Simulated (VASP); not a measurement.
Runs of VASP 6.6.1 on Ag. The structure is that of space group Fmmm (No. 69), or close to it. The cells are those of the table. 

| cell | further INCAR settings | gap on the mesh (eV) | pressure (GPa) |
| --- | --- | --- | --- |
| a = 2.994, b = 2.744, c = 2.744 Å, angles 105.8, 109.5, 109.5°, 1 atom | ALGO = Fast; EDIFF = 1e-07; NBANDS = 12 | none | -5.6 |
| a = 2.976, b = 2.761, c = 2.761 Å, angles 106.3, 109.5, 109.5°, 1 atom | ALGO = Fast; EDIFF = 1e-07; NBANDS = 12 | none | (a) |
| a = 2.726, b = 3.013, c = 3.013 Å, angles 113.3, 109.5, 109.5°, 1 atom | ALGO = Fast; EDIFF = 1e-06; NBANDS = 12 | none | -4.9 |
| a = 2.958, b = 2.779, c = 2.779 Å, angles 106.9, 109.5, 109.5°, 1 atom | ALGO = Fast; EDIFF = 1e-06; NBANDS = 12 | none | -6.4 |

Alike in all rows: task single point; level PBEsol; potentials or basis VASP PAW PBE potentials, release 64 (Ag); no spin polarisation; k mesh 20 × 20 × 20; cutoff (eV) 520; smearing gaussian 0.15 eV.

Problem. Fill in the values left out.

Solution. (a) -6.1.

Caveats: the PAW data sets were made with another functional, which shifts forces and pressure a little.

A k mesh can miss the band edges, and the runs leave out spin-orbit coupling on Ag.

A gap of «none» marks levels without a gap at the run's occupations.
